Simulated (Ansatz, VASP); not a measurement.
**One calculation of ZrO2, two programs**

INCAR

```
PREC = Accurate
ENCUT = 600
EDIFF = 1E-6
ISMEAR = 0
SIGMA = 0.02
LREAL = F
LASPH = T
NELM = 120
ALGO = Normal
ISIF = 2
LWAVE = F
LCHARG = F
GGA = PE
NBANDS = 19
GGA_COMPAT = F
```

Contents of KPOINTS:

```
regular mesh
0
Gamma
  8 8 8
```

The input POSCAR:

```
ZrO2
1.0
    0.0000000000      2.4787366451      2.4787366451
    2.4787366451      0.0000000000      2.4787366451
    2.4787366451      2.4787366451      0.0000000000
Zr O
1 2
Direct
    0.0000000000      0.0000000000      0.0000000000
    0.2500000000      0.2500000000      0.2500000000
    0.7500000000      0.7500000000      0.7500000000
```

Input for Ansatz:

```yaml
crystal:
  lattice:
    - [0.0, 2.4787366451, 2.4787366451]
    - [2.4787366451, 0.0, 2.4787366451]
    - [2.4787366451, 2.4787366451, 0.0]
  atoms:
    - { symbol: Zr, position: [0.0, 0.0, 0.0] }
    - { symbol: O, position: [0.25, 0.25, 0.25] }
    - { symbol: O, position: [0.75, 0.75, 0.75] }
basis:
  ecutwfc: 420
kpoints:
  mp_grid: { grid: [8, 8, 8] }
hamiltonian:
  xc: pbe
scf:
  occupations: { method: gaussian, width: 0.02 }
output:
  forces: true
  stress: true
  eigenvalues: true
```

Alike in both runs: task single point; functional PBE; k mesh 8 × 8 × 8; occupations gaussian, width 0.02 eV; no spin polarisation.

|  | VASP | Ansatz |
| --- | --- | --- |
| version | VASP 6.6.1 | Ansatz 0.2.0 |
| potentials or method | VASP PAW PBE potentials, release 64 (Zr_sv, O), cutoff 600 eV | scalar-relativistic, plane waves, PAW |
| valence electrons in the cell | 24 | 24 |

Ansatz gave:

| Item | Value |
| --- | --- |
| gap on the k mesh at the Fermi level (eV) | 3.57 |
| least direct gap on the mesh (eV) | 4.09 |
| pressure (GPa) | 27.2 |

**Question.** What did VASP give for the same quantities?

**Answer.** gap on the k mesh at the Fermi level (eV): 3.57; least direct gap on the mesh (eV): 4.08; pressure (GPa): 27.4.

With one functional, cell and mesh, what is left measures potentials, basis and numerics.
